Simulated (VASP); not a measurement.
# Ni (Fm-3m) in VASP: further runs

Runs on Ni. Level: LDA. Tasks: single point.

Program: VASP 6.6.1. These are calculated values, not measurements. Logs are shortened: lines on timing, memory, paths and dates and some standing lists are left out, and cuts for length are marked.

### Step 1. The cell of the first run

The structure is cubic, space group Fm-3m (No. 225). The conventional cell has a = 3.424 Å, b = 3.424 Å, c = 3.424 Å, α = 90.00°, β = 90.00°, γ = 90.00°. Within 3.2 Å of Ni (site symmetry m-3m) lie 12 Ni at 2.42 Å.

### Step 2. Single point, LDA, collinear spin, ferromagnetic start (10.04 Å³/atom)

INCAR reads:

```
PREC = Accurate
ENCUT = 520
EDIFF = 1E-6
ISMEAR = 0
SIGMA = 0.15
LREAL = F
LASPH = T
NELM = 150
ALGO = Normal
ISIF = 2
LWAVE = F
LCHARG = F
ISPIN = 2
MAGMOM = 0.375
LORBIT = 11
NUPDOWN = 0.375
LMAXMIX = 4
NBANDS = 15
```

KPOINTS reads:

```
Automatic mesh
0
Gamma
  24 24 24
```

POSCAR reads:

```
Ni
1.0
    0.0000000000      1.7119891795      1.7119891795
    1.7119891795      0.0000000000      1.7119891795
    1.7119891795      1.7119891795      0.0000000000
Ni
1
Direct
    0.0000000000      0.0000000000      0.0000000000
```

Potentials or basis: VASP PAW LDA potentials, release 64 (Ni).

Command:

```sh
$ cat potpaw_LDA.64/Ni/POTCAR > POTCAR
$ mpirun -np 1 vasp_std > vasp.out
```

OUTCAR:

```text
PREC = Accurate
   ENCUT = 520
   EDIFF = 1E-6
   ISMEAR = 0
   LREAL = F
   LASPH = T
   NELM = 150
   ISIF = 2
   ISPIN = 2
   LORBIT = 11
   NUPDOWN = 0.375

 ion  position               nearest neighbor table
   1  0.000  0.000  0.000-

  LATTYP: Found a face centered cubic cell.
 ALAT       =     3.4239783590

  Lattice vectors:

 A1 = (   0.0000000000,   1.7119891795,   1.7119891795)
 A2 = (   1.7119891795,   0.0000000000,   1.7119891795)
 A3 = (   1.7119891795,   1.7119891795,   0.0000000000)

Analysis of symmetry for initial positions (statically):
=====================================================================
 Subroutine PRICEL returns:
 Original cell was already a primitive cell.

 Routine SETGRP: Setting up the symmetry group for a
 face centered cubic supercell.

 Subroutine GETGRP returns: Found 48 space group operations
 (whereof 48 operations were pure point group operations)
 out of a pool of 48 trial point group operations.

The static configuration has the point symmetry O_h .

Analysis of symmetry for dynamics (positions and initial velocities):
=====================================================================
 Subroutine PRICEL returns:
 Original cell was already a primitive cell.

 Routine SETGRP: Setting up the symmetry group for a
 face centered cubic supercell.

 Subroutine GETGRP returns: Found 48 space group operations
 (whereof 48 operations were pure point group operations)
 out of a pool of 48 trial point group operations.

The dynamic configuration has the point symmetry O_h .

Analysis of structural, dynamic, and magnetic symmetry:
=====================================================================
 Subroutine PRICEL returns:
 Original cell was already a primitive cell.

 Routine SETGRP: Setting up the symmetry group for a
 face centered cubic supercell.

 Subroutine GETGRP returns: Found 48 space group operations
 (whereof 48 operations were pure point group operations)
 out of a pool of 48 trial point group operations.

The overall configuration has the point symmetry O_h .

 Subroutine INISYM returns: Found 48 space group operations
 (whereof 48 operations are pure point group operations),
 and found     1 'primitive' translations

----------------------------------------------------------------------------------------

                                     Primitive cell

  volume of cell :      10.0354

  direct lattice vectors                    reciprocal lattice vectors
     0.000000000  1.711989179  1.711989179    -0.292057921  0.292057921  0.292057921
     1.711989179  0.000000000  1.711989179     0.292057921 -0.292057921  0.292057921
     1.711989179  1.711989179  0.000000000     0.292057921  0.292057921 -0.292057921

  length of vectors
     2.421118316  2.421118316  2.421118316     0.505859157  0.505859157  0.505859157

  position of ions in fractional coordinates (direct lattice)
     0.000000000  0.000000000  0.000000000

  ion indices of the primitive-cell ions
   primitive index   ion index
                 1           1

----------------------------------------------------------------------------------------

 KPOINTS: Automatic mesh

Automatic generation of k-mesh.
 Grid dimensions read from file:
 generate k-points for:   24   24   24

 Generating k-lattice:

  Cartesian coordinates                     Fractional coordinates (reciprocal lattice)
    -0.012169080  0.012169080  0.012169080     0.041666667  0.000000000  0.000000000
     0.012169080 -0.012169080  0.012169080     0.000000000  0.041666667  0.000000000
     0.012169080  0.012169080 -0.012169080     0.000000000  0.000000000  0.041666667

  Length of vectors
     0.021077465  0.021077465  0.021077465

  Shift w.r.t. Gamma in fractional coordinates (k-lattice)
     0.000000000  0.000000000  0.000000000

 Subroutine IBZKPT returns following result:
 ===========================================

 Found    413 irreducible k-points:

 Following reciprocal coordinates:
            Coordinates               Weight
  0.000000  0.000000  0.000000      1.000000
  0.041667  0.000000  0.000000      8.000000
  0.083333  0.000000  0.000000      8.000000
  0.125000  0.000000  0.000000      8.000000
  0.166667  0.000000  0.000000      8.000000
  0.208333  0.000000  0.000000      8.000000
[... 16 lines left out ...]
  0.416667  0.041667  0.000000     24.000000
  0.458333  0.041667  0.000000     24.000000
 [... further k-points ...]
   k-points           NKPTS =    413   k-points in BZ     NKDIM =    413   number of bands    NBANDS=     15
   number of dos      NEDOS =    301   number of ions     NIONS =      1
   total plane-waves  NPLWV =   5832
   dimension x,y,z NGX =    18 NGY =   18 NGZ =   18
   dimension x,y,z NGXF=    36 NGYF=   36 NGZF=   36
   ions per type =               1
   NGX,Y,Z   is equivalent  to a cutoff of  12.36, 12.36, 12.36 a.u.
   NGXF,Y,Z  is equivalent  to a cutoff of  24.72, 24.72, 24.72 a.u.
 SYSTEM =  unknown system
   PREC   = accura    normal or accurate (medium, high low for compatibility)
   ISTART =      0    job   : 0-new  1-cont  2-samecut
   ICHARG =      2    charge: 1-file 2-atom 10-const
   ISPIN  =      2    spin polarized calculation?
   LNONCOLLINEAR =      F non collinear calculations
   LSORBIT =      F    spin-orbit coupling
   LASPH  =      T    aspherical Exc in radial PAW
   ENCUT  =  520.0 eV  38.22 Ry    6.18 a.u.   4.50  4.50  4.50*2*pi/ulx,y,z
   NELM   =    150;   NELMIN=  2; NELMDL= -5     # of ELM steps
   EDIFF  = 0.1E-05   stopping-criterion for ELM
   LREAL  =      F    real-space projection
   EDIFFG = 0.1E-04   stopping-criterion for IOM
   NSW    =      0    number of steps for IOM
   IBRION =     -1    ionic relax: 0-MD 1-quasi-New 2-CG
   NFREE  =      0    steps in history (QN), initial steepest desc. (CG)
   ISIF   =      2    stress and relaxation
   ISYM   =      2    0-nonsym 1-usesym 2-fastsym
   POTIM  = 0.5000    time-step for ionic-motion
   TEBEG  =    0.0;   TEEND  =   0.0 temperature during run
   PSTRESS=    0.0 pullay stress
   NELECT =      10.0000    total number of electrons
   NUPDOWN=       0.3750    fix difference up-down
   EMIN   =  10.00;   EMAX   =-10.00  energy-range for DOS
   EFERMI =   0.00;   METHOD = LEGACY
   ISMEAR =     0;   SIGMA  =   0.15  broadening in eV -4-tet -1-fermi 0-gaus
   EFERMI_NEDOS =   21; number of points for ismear=-14 and -15
   IALGO  =     38    algorithm
   IMIX   =      4    mixing-type and parameters
     AMIX     =   0.40;   BMIX     =  1.00
     AMIX_MAG =   1.60;   BMIX_MAG =  1.00
  volume/ion in A,a.u.               =      10.04        67.72
  Fermi-wavevector in a.u.,A,eV,Ry     =   1.635173  3.090030 36.379150  2.673792
  Thomas-Fermi vector in A             =   2.726690
   LORBIT       =     11    0 simple, 1 ext, 2 COOP (PROOUT), +10 PAW based schemes
   GGA     = CA    functional components
   LHFCALC =     F    Hartree Fock is set to
   AEXX    =    0.0000 exact exchange contribution
   IVDW    =     0    specifies the selected vdW correction
   LEPSILON=     F    determine dielectric tensor
   LRPA    =     F    only Hartree local field effects (RPA)
 spin polarized calculation
 Gauss-broadening in eV      SIGMA  =   0.15
  energy-cutoff  :      520.00
  volume of cell :       10.04
 maximum number of plane-waves:       290
 NGX is ok and might be reduce to    18
   NGX =  9   NGY =  9   NGZ =  9

 number of electron      10.0000000 magnetization       0.3750000

 number of electron       9.9999991 magnetization       0.3749999

 Free energy of the ion-electron system (eV)
  ---------------------------------------------------
  ext. energy  EPLUGINS =         0.00000000
  ---------------------------------------------------
  free energy    TOTEN  =        -6.57693763 eV

  energy without entropy =       -6.54850417  energy(sigma->0) =       -6.56272090

 E-fermi :  10.1890     XC(G=0): -14.0972

 val. band max:       10.1853915888   @ k =  -0.4167   0.2917   0.1250
 cond. band min:      10.0374921113   @ k =   0.5000   0.4583   0.0000
 fundamental gap:     -0.1478994775
 Fermi energy:        10.0319326012

 spin component 1

 k-point     1 :       0.0000    0.0000    0.0000
  band No.  band energies     occupation
      1       0.6809      1.00000
      2       7.7855      1.00000
      3       7.7855      1.00000
      4       7.7855      1.00000
      5       9.0757      1.00000
      6       9.0757      1.00000
      7      34.6836      0.00000
      8      39.0973      0.00000
      9      39.0973      0.00000
     10      39.0973      0.00000
     11      42.3855      0.00000
     12      42.3855      0.00000
     13      42.3855      0.00000
     14      45.3124      0.00000
[... 401 lines left out ...]
      2       7.7487      1.00000
      3       7.8187      1.00000
      4       8.9865      1.00000
      5       9.8565      0.95092
      6      10.2121      0.04471
      7      17.3971      0.00000
      8      33.0014      0.00000
      9      35.3057      0.00000
     10      36.0607      0.00000
     11      39.8314      0.00000
     12      40.3776      0.00000
     13      46.2869      0.00000
     14      55.4302      0.00000
     15      56.8885      0.00000

 [... further k-points ...]

 spin component 2

 k-point     1 :       0.0000    0.0000    0.0000
  band No.  band energies     occupation
      1       0.7043      1.00000
      2       8.1742      1.00000
      3       8.1742      1.00000
      4       8.1742      1.00000
      5       9.4294      1.00000
      6       9.4294      1.00000
      7      34.6706      0.00000
      8      39.1208      0.00000
      9      39.1208      0.00000
     10      39.1208      0.00000
     11      42.4902      0.00000
     12      42.4902      0.00000
     13      42.4902      0.00000
     14      45.2938      0.00000
[... 401 lines left out ...]
      2       8.0906      1.00000
      3       8.1669      1.00000
      4       9.1495      1.00000
      5      10.2674      0.22997
      6      10.5199      0.00091
      7      17.6130      0.00000
      8      32.9926      0.00000
      9      35.3812      0.00000
     10      36.1343      0.00000
     11      39.9023      0.00000
     12      40.4503      0.00000
     13      46.4026      0.00000
     14      55.8592      0.00000
     15      57.3820      0.00000

 [... further k-points ...]

------------------------ aborting loop because EDIFF is reached ----------------------------------------

  FORCE on cell =-STRESS in cart. coord.  units (eV):
  Direction    XX          YY          ZZ          XY          YZ          ZX
  --------------------------------------------------------------------------------------
  -------------------------------------------------------------------------------------
  Total       -0.0478821     -0.0478821     -0.0478821      0.0000000      0.0000000     -0.0000000
  in kB       -7.6445287     -7.6445287     -7.6445287      0.0000000      0.0000000     -0.0000000
  external PRESSURE =      -7.6445287 kB  Pullay stress =       0.0000000 kB

 VOLUME and BASIS-vectors are now :
 -----------------------------------------------------------------------------
  energy-cutoff  :      520.00
  volume of cell :       10.04
      direct lattice vectors                 reciprocal lattice vectors
     0.000000000  1.711989179  1.711989179    -0.292057921  0.292057921  0.292057921
     1.711989179  0.000000000  1.711989179     0.292057921 -0.292057921  0.292057921
     1.711989179  1.711989179  0.000000000     0.292057921  0.292057921 -0.292057921

 POSITION                                       TOTAL-FORCE (eV/Angst)
 -----------------------------------------------------------------------------------
      0.00000      0.00000      0.00000         0.000000     -0.000000      0.000000
 -----------------------------------------------------------------------------------
    total drift:                                0.000000     -0.000000      0.000000

  FREE ENERGIE OF THE ION-ELECTRON SYSTEM (eV)
  ---------------------------------------------------
  free  energy   TOTEN  =        -6.5769376323 eV

  energy  without entropy=       -6.5485041662  energy(sigma->0) =       -6.56272090

 total charge

# of ion       s       p       d       tot
------------------------------------------
    1        0.533   0.569   8.374   9.476

 magnetization (x)

# of ion       s       p       d       tot
------------------------------------------
    1       -0.005  -0.015   0.395   0.376
```

Wall time 2.1 min (1 thread of AMD EPYC 7R43 (Zen 3), shared host); peak memory 0.16 GiB.

What came out:

```yaml
Free_energy: -6.5769 eV
Pressure: -0.8 GPa
Net_moment: 0.37 μB per cell
Site_moments: Ni +0.38 μB
Valence_electrons_inside_the_program's_atomic_spheres: Ni 9.48
```

Caveat: the total moment is fixed, so each spin has its own Fermi level and the state may be an excited one.

### Step 3. Single point, LDA, collinear spin (10.04 Å³/atom)

INCAR reads:

```
SYSTEM = Ni
PREC = Accurate
ENCUT = 520
EDIFF = 1E-7
ISMEAR = 0
SIGMA = 0.15
LREAL = .FALSE.
LASPH = .TRUE.
NELM = 150
ALGO = Normal
ISIF = 2
LWAVE = .FALSE.
LCHARG = .FALSE.
ISPIN = 2
MAGMOM = 0.125
LORBIT = 11
NUPDOWN = 0.125
LMAXMIX = 4
GGA = CA
NBANDS = 15
```

KPOINTS reads:

```
regular mesh
0
G
  24 24 24
  0 0 0
```

POSCAR is that of step 2.

Potentials or basis: VASP PAW LDA potentials, release 64 (Ni).

Command:

```sh
$ cat potpaw_LDA.64/Ni/POTCAR > POTCAR
$ mpirun -np 1 vasp_std > vasp.out
```

Wall time 2.4 min (1 thread of AMD EPYC 7R43 (Zen 3), shared host); peak memory 0.15 GiB.

It converged, with:

| Property | Result |
| --- | --- |
| Free energy | -6.5626 eV |
| Pressure | -1.1 GPa |
| Net moment | 0.12 μB per cell |
| Site moments | Ni +0.12 μB |
| Valence electrons inside the program's atomic spheres | Ni 9.48 |

Caveat: the total moment is fixed, so each spin has its own Fermi level and the state may be an excited one.

### Step 4. Single point, LDA, collinear spin, ferromagnetic start

INCAR reads:

```
PREC     = Accurate       # precision mode
ENCUT    = 520            # plane-wave cutoff, eV
EDIFF    = 1E-6           # SCF threshold, eV
ISMEAR   = 0              # smearing method
SIGMA    = 0.15           # smearing width, eV
LREAL    = F              # projectors in reciprocal space
LASPH    = T              # aspherical terms in the spheres
NELM     = 150            # most SCF steps
ALGO     = Normal         # electronic algorithm
ISIF     = 2              # what is computed and relaxed
LWAVE    = F              # write WAVECAR
LCHARG   = T              # write CHGCAR
ISPIN    = 2              # spin polarisation
MAGMOM   = 0.625          # initial moments
LORBIT   = 11             # projections on sites
NUPDOWN  = 0.625          # fixed moment
LMAXMIX  = 4              # l up to which the mixer works
GGA      = CA             # functional
LELF     = T              # ELF
LVHAR    = T            
NBANDS   = 15             # bands
```

KPOINTS reads:

```
regular mesh
0
Gamma
  24 24 24
```

POSCAR is that of step 3.

Command:

```sh
$ cat potpaw_LDA.64/Ni/POTCAR > POTCAR
$ mpirun -np 1 vasp_std > vasp.out
```

Run time: 2.3 min. Hardware: 1 thread of AMD EPYC 7R43 (Zen 3), shared host; peak memory 0.16 GiB.

It converged, with:

| Property | Result |
| --- | --- |
| Free energy | -6.5868 eV |
| Pressure | 0.2 GPa |
| Net moment | 0.62 μB per cell |
| Site moments | Ni +0.62 μB |
| Valence electrons inside the program's atomic spheres | Ni 9.47 |

Caveat: the total moment is fixed, so each spin has its own Fermi level and the state may be an excited one.

### Step 5. Summary

| spin | fixed moment (μB) | pressure (GPa) | moment (μB) |
| --- | --- | --- | --- |
| collinear, ferromagnetic start | 0.375 | -0.8 | 0.37 |
| collinear | 0.125 | -1.1 | 0.12 |
| collinear, ferromagnetic start | 0.625 | 0.2 | 0.62 |

Alike in all rows: task single point; level LDA; potentials or basis VASP PAW LDA potentials, release 64 (Ni); cell as given; k mesh 24 × 24 × 24; cutoff (eV) 520; smearing gaussian 0.15 eV.

Caveats: the total moment is fixed, so each spin has its own Fermi level and the state may be an excited one.

Total energies depend on the potentials used, so only differences within one code and one set of settings carry meaning.
